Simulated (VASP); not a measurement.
# NdMo (P6/mmm) in VASP: single point with PBE

Aim: the single point of NdMo with PBE.

Program: VASP 6.6.1. These are calculated values, not measurements. Logs are shortened: lines on timing, memory, paths and dates and some standing lists are left out, and cuts for length are marked.

## (1) The cell of the first run

It takes space group P6/mmm (No. 191, hexagonal). The conventional cell has a = 4.170 Å, b = 4.170 Å, c = 8.283 Å, α = 90.00°, β = 90.00°, γ = 120.00°. Nd (site symmetry 6mm) has 6 Mo at 3.29 Å and 7 Nd at 3.79 to 4.17 Å within 4.3 Å. Within 3.3 Å of Mo (site symmetry -6m2) lie 3 Mo at 2.41 Å and 6 Nd at 3.29 Å.

## (2) Single point, PBE

File POSCAR:

```
NdMo
1.0
    4.1700358737      0.0000000000      0.0000000000
   -2.0850179368      3.6113570013      0.0000000000
    0.0000000000      0.0000000000      8.2831397421
Nd Mo
2 2
Direct
    0.0000000000      0.0000000000      0.2289346810
    0.0000000000      0.0000000000      0.7710653190
    0.3333333333      0.6666666667      0.5000000000
    0.6666666667      0.3333333333      0.5000000000
```

File INCAR.step1:

```
PREC     = Accurate       # precision mode
ENCUT    = 400            # plane-wave cutoff, eV
EDIFF    = 1E-6           # SCF threshold, eV
ISMEAR   = 0              # smearing method
SIGMA    = 0.1            # smearing width, eV
LREAL    = F              # projectors in reciprocal space
LASPH    = T              # aspherical terms in the spheres
NELM     = 200            # most SCF steps
ALGO     = Normal         # electronic algorithm
ISIF     = 2              # what is computed and relaxed
LWAVE    = F              # write WAVECAR
LCHARG   = T              # write CHGCAR
LMAXMIX  = 6              # l up to which the mixer works
GGA      = PE             # functional
NBANDS   = 33             # bands
GGA_COMPAT= F            
NEDOS    = 2001           # points of the DOS
LORBIT   = 11             # projections on sites
```

File KPOINTS.step1:

```
Automatic mesh
0
Gamma
  12 12 4
```

File INCAR.step2:

```
PREC     = Accurate       # precision mode
ENCUT    = 400            # plane-wave cutoff, eV
EDIFF    = 1E-6           # SCF threshold, eV
ISMEAR   = -5             # smearing method
SIGMA    = 0.1            # smearing width, eV
LREAL    = F              # projectors in reciprocal space
LASPH    = T              # aspherical terms in the spheres
NELM     = 200            # most SCF steps
ALGO     = Normal         # electronic algorithm
ISIF     = 2              # what is computed and relaxed
LWAVE    = F              # write WAVECAR
LCHARG   = F              # write CHGCAR
LMAXMIX  = 6              # l up to which the mixer works
GGA      = PE             # functional
LORBIT   = 10             # projections on sites
NEDOS    = 1001           # points of the DOS
ICHARG   = 11             # starting density
GGA_COMPAT= F
```

File KPOINTS.step2:

```
Automatic mesh
0
Gamma
  18 18 6
```

Potentials or basis: VASP PAW PBE potentials, release 64 (Nd_3, Mo_sv), 4f in core.

Command:

```bash
> cat potpaw_PBE.64/Nd_3/POTCAR potpaw_PBE.64/Mo_sv/POTCAR > POTCAR
> cp INCAR.step1 INCAR
> cp KPOINTS.step1 KPOINTS
> mpirun -np 1 vasp_std > vasp.out
> cp INCAR.step2 INCAR
> cp KPOINTS.step2 KPOINTS
> mpirun -np 1 vasp_std > vasp.out
```

OUTCAR:

```text
PREC = Accurate
   ENCUT = 400
   EDIFF = 1E-6
   ISMEAR = -5
   LREAL = F
   LASPH = T
   NELM = 200
   ISIF = 2
   GGA = PE
   LORBIT = 10
   ICHARG = 11

 ion  position               nearest neighbor table
   1  0.000  0.000  0.229-   3 3.29   4 3.29   3 3.29   4 3.29   4 3.29   3 3.29   2 3.79
   2  0.000  0.000  0.771-   3 3.29   4 3.29   3 3.29   4 3.29   4 3.29   3 3.29   1 3.79
   3  0.333  0.667  0.500-   4 2.41   4 2.41   4 2.41   1 3.29   2 3.29   2 3.29   1 3.29   2 3.29
                             1 3.29
   4  0.667  0.333  0.500-   3 2.41   3 2.41   3 2.41   1 3.29   2 3.29   1 3.29   2 3.29   1 3.29
                             2 3.29

  LATTYP: Found a hexagonal cell.
 ALAT       =     4.1700358737
 C/A-ratio  =     1.9863473584

  Lattice vectors:

 A1 = (   4.1700358737,   0.0000000000,   0.0000000000)
 A2 = (  -2.0850179368,   3.6113570013,   0.0000000000)
 A3 = (   0.0000000000,   0.0000000000,   8.2831397421)

Analysis of symmetry for initial positions (statically):
=====================================================================
 Subroutine PRICEL returns:
 Original cell was already a primitive cell.

 Routine SETGRP: Setting up the symmetry group for a
 hexagonal supercell.

 Subroutine GETGRP returns: Found 24 space group operations
 (whereof 24 operations were pure point group operations)
 out of a pool of 24 trial point group operations.

The static configuration has the point symmetry D_6h.

Analysis of symmetry for dynamics (positions and initial velocities):
=====================================================================
 Subroutine PRICEL returns:
 Original cell was already a primitive cell.

 Routine SETGRP: Setting up the symmetry group for a
 hexagonal supercell.

 Subroutine GETGRP returns: Found 24 space group operations
 (whereof 24 operations were pure point group operations)
 out of a pool of 24 trial point group operations.

The dynamic configuration has the point symmetry D_6h.

 Subroutine INISYM returns: Found 24 space group operations
 (whereof 24 operations are pure point group operations),
 and found     1 'primitive' translations

----------------------------------------------------------------------------------------

                                     Primitive cell

  volume of cell :     124.7398

  direct lattice vectors                    reciprocal lattice vectors
     4.170035874  0.000000000  0.000000000     0.239806090  0.138452111  0.000000000
    -2.085017937  3.611357001  0.000000000     0.000000000  0.276904222  0.000000000
     0.000000000  0.000000000  8.283139742     0.000000000  0.000000000  0.120727168

  length of vectors
     4.170035874  4.170035874  8.283139742     0.276904222  0.276904222  0.120727168

  position of ions in fractional coordinates (direct lattice)
     0.000000000  0.000000000  0.228934681
     0.000000000  0.000000000  0.771065319
     0.333333333  0.666666667  0.500000000
     0.666666667  0.333333333  0.500000000

  ion indices of the primitive-cell ions
   primitive index   ion index
                 1           1
                 2           2
                 3           3
                 4           4

----------------------------------------------------------------------------------------

 KPOINTS: Automatic mesh

Automatic generation of k-mesh.
 Grid dimensions read from file:
 generate k-points for:   18   18    6

 Generating k-lattice:

  Cartesian coordinates                     Fractional coordinates (reciprocal lattice)
     0.013322561  0.007691784  0.000000000     0.055555556  0.000000000  0.000000000
     0.000000000  0.015383568  0.000000000     0.000000000  0.055555556  0.000000000
     0.000000000  0.000000000  0.020121195     0.000000000  0.000000000  0.166666667

  Length of vectors
     0.015383568  0.015383568  0.020121195

  Shift w.r.t. Gamma in fractional coordinates (k-lattice)
     0.000000000  0.000000000  0.000000000

 TETIRR: Found   1977 inequivalent tetrahedra from    11664

 Subroutine IBZKPT returns following result:
 ===========================================

 Found    148 irreducible k-points:

 Following reciprocal coordinates:
            Coordinates               Weight
  0.000000  0.000000  0.000000      1.000000
  0.055556 -0.000000  0.000000      6.000000
  0.111111 -0.000000  0.000000      6.000000
  0.166667 -0.000000  0.000000      6.000000
  0.222222 -0.000000  0.000000      6.000000
  0.277778 -0.000000  0.000000      6.000000
[... 16 lines left out ...]
  0.333333  0.111111  0.000000     12.000000
  0.388889  0.111111  0.000000     12.000000
 [... further k-points ...]
   k-points           NKPTS =    148   k-points in BZ     NKDIM =    148   number of bands    NBANDS=     30
   number of dos      NEDOS =   1001   number of ions     NIONS =      4
   total plane-waves  NPLWV =  42336
   dimension x,y,z NGX =    28 NGY =   28 NGZ =   54
   dimension x,y,z NGXF=    56 NGYF=   56 NGZF=  108
   ions per type =               2   2
   NGX,Y,Z   is equivalent  to a cutoff of  11.16, 11.16, 10.84 a.u.
   NGXF,Y,Z  is equivalent  to a cutoff of  22.33, 22.33, 21.68 a.u.
 SYSTEM =  unknown system
   PREC   = accura    normal or accurate (medium, high low for compatibility)
   ISTART =      0    job   : 0-new  1-cont  2-samecut
   ICHARG =     11    charge: 1-file 2-atom 10-const
   ISPIN  =      1    spin polarized calculation?
   LNONCOLLINEAR =      F non collinear calculations
   LSORBIT =      F    spin-orbit coupling
   LASPH  =      T    aspherical Exc in radial PAW
   ENCUT  =  400.0 eV  29.40 Ry    5.42 a.u.   6.80  6.80 13.51*2*pi/ulx,y,z
   NELM   =    200;   NELMIN=  2; NELMDL=  0     # of ELM steps
   EDIFF  = 0.1E-05   stopping-criterion for ELM
   LREAL  =      F    real-space projection
   EDIFFG = 0.1E-04   stopping-criterion for IOM
   NSW    =      0    number of steps for IOM
   IBRION =     -1    ionic relax: 0-MD 1-quasi-New 2-CG
   NFREE  =      0    steps in history (QN), initial steepest desc. (CG)
   ISIF   =      2    stress and relaxation
   ISYM   =      2    0-nonsym 1-usesym 2-fastsym
   POTIM  = 0.5000    time-step for ionic-motion
   TEBEG  =    0.0;   TEEND  =   0.0 temperature during run
   PSTRESS=    0.0 pullay stress
   NELECT =      50.0000    total number of electrons
   NUPDOWN=      -1.0000    fix difference up-down
   EMIN   =  10.00;   EMAX   =-10.00  energy-range for DOS
   EFERMI =   0.00;   METHOD = LEGACY
   ISMEAR =    -5;   SIGMA  =   0.10  broadening in eV -4-tet -1-fermi 0-gaus
   EFERMI_NEDOS =   21; number of points for ismear=-14 and -15
   IALGO  =     38    algorithm
   IMIX   =      4    mixing-type and parameters
     AMIX     =   0.40;   BMIX     =  1.00
     AMIX_MAG =   1.60;   BMIX_MAG =  1.00
  volume/ion in A,a.u.               =      31.18       210.45
  Fermi-wavevector in a.u.,A,eV,Ry     =   1.207063  2.281017 19.823687  1.457000
  Thomas-Fermi vector in A             =   2.342711
   LORBIT       =     10    0 simple, 1 ext, 2 COOP (PROOUT), +10 PAW based schemes
   GGA     = PE    functional components
   LHFCALC =     F    Hartree Fock is set to
   AEXX    =    0.0000 exact exchange contribution
   IVDW    =     0    specifies the selected vdW correction
   LEPSILON=     F    determine dielectric tensor
   LRPA    =     F    only Hartree local field effects (RPA)
 non-spin polarized calculation
 Fermi weights with tetrahedron method with Bloechl corrections
  energy-cutoff  :      400.00
  volume of cell :      124.74
 maximum number of plane-waves:      2289
 NGX is ok and might be reduce to    28

 number of electron      50.0000013 magnetization

 Free energy of the ion-electron system (eV)
  ---------------------------------------------------
  ext. energy  EPLUGINS =         0.00000000
  ---------------------------------------------------
  free energy    TOTEN  =       -29.45378073 eV

  energy without entropy =      -29.45378073  energy(sigma->0) =      -29.45378073

 E-fermi :   4.5197     XC(G=0):  -9.6870

 val. band max:        4.5648431473   @ k =   0.1667   0.1667   0.5000
 cond. band min:       4.4925685929   @ k =   0.4444  -0.0000   0.5000
 fundamental gap:     -0.0722745544
 Fermi energy:         4.5196762459

 k-point     1 :       0.0000    0.0000    0.0000
  band No.  band energies     occupation
      1     -56.2740      2.00000
      2     -55.6294      2.00000
      3     -33.7335      2.00000
      4     -33.7234      2.00000
      5     -31.0861      2.00000
      6     -31.0860      2.00000
[... 22 lines left out ...]
     29       5.8681      0.00000
     30       5.9644      0.00000

 k-point     2 :       0.0556   -0.0000    0.0000
  band No.  band energies     occupation
      1     -56.2698      2.00000
      2     -55.6339      2.00000
      3     -33.7331      2.00000
      4     -33.7228      2.00000
      5     -31.0911      2.00000
      6     -31.0767      2.00000
[... 22 lines left out ...]
     29       5.6183      0.00000
     30       5.8472      0.00000

 k-point     3 :       0.1111   -0.0000    0.0000
  band No.  band energies     occupation
      1     -56.2575      2.00000
      2     -55.6474      2.00000
      3     -33.7320      2.00000
      4     -33.7211      2.00000
      5     -31.1055      2.00000
      6     -31.0491      2.00000
[... 682 lines left out ...]
     29       6.2494      0.00000
     30       6.6874      0.00000

 k-point    24 :       0.3889    0.1111    0.0000
  band No.  band energies     occupation
      1     -56.0655      2.00000
      2     -55.8508      2.00000
      3     -33.7216      2.00000
      4     -33.7041      2.00000
      5     -31.2567      2.00000
      6     -30.6350      2.00000
[... 22 lines left out ...]
     29       6.5086      0.00000
     30       6.8473      0.00000

 [... further k-points ...]

------------------------ aborting loop because EDIFF is reached ----------------------------------------

  FORCE on cell =-STRESS in cart. coord.  units (eV):
  Direction    XX          YY          ZZ          XY          YZ          ZX
  --------------------------------------------------------------------------------------
  -------------------------------------------------------------------------------------
  Total        0.1178812      0.1178812     -0.1344155      0.0000000      0.0000000      0.0000000
  in kB        1.5140841      1.5140841     -1.7264528      0.0000000      0.0000000      0.0000000
  external PRESSURE =       0.4339051 kB  Pullay stress =       0.0000000 kB

 VOLUME and BASIS-vectors are now :
 -----------------------------------------------------------------------------
  energy-cutoff  :      400.00
  volume of cell :      124.74
      direct lattice vectors                 reciprocal lattice vectors
     4.170035874  0.000000000  0.000000000     0.239806090  0.138452111  0.000000000
    -2.085017937  3.611357001  0.000000000     0.000000000  0.276904222  0.000000000
     0.000000000  0.000000000  8.283139742     0.000000000  0.000000000  0.120727168

 POSITION                                       TOTAL-FORCE (eV/Angst)
 -----------------------------------------------------------------------------------
      0.00000      0.00000      1.89630        -0.000000     -0.000000     -0.013850
      0.00000      0.00000      6.38684        -0.000000      0.000000      0.013850
     -0.00000      2.40757      4.14157         0.000000     -0.000000     -0.000000
      2.08502      1.20379      4.14157        -0.000000      0.000000     -0.000000
 -----------------------------------------------------------------------------------
    total drift:                               -0.000000      0.000000     -0.000000

  FREE ENERGIE OF THE ION-ELECTRON SYSTEM (eV)
  ---------------------------------------------------
  free  energy   TOTEN  =       -29.4537807270 eV

  energy  without entropy=      -29.4537807270  energy(sigma->0) =      -29.45378073

 total charge

# of ion       s       p       d       tot
------------------------------------------
    1        2.134   5.808   0.812   8.755
    2        2.134   5.808   0.812   8.755
    3        2.438   6.109   4.220  12.767
    4        2.438   6.109   4.220  12.767
--------------------------------------------------
tot          9.145  23.834  10.064  43.043
```

It took 2.6 min on 1 thread of Intel Xeon 6975P-C (Granite Rapids), shared host; peak memory 0.43 GiB.

What came out:

```yaml
Valence_electrons_inside_the_program's_atomic_spheres: Nd 8.76; Mo 12.77
```

Caveat: spin-orbit coupling is left out, which moves the levels of the heavy elements; the 4f electrons are frozen in the core, so they carry no moment and show no levels; tetrahedron occupations give inexact forces and stress in metals.
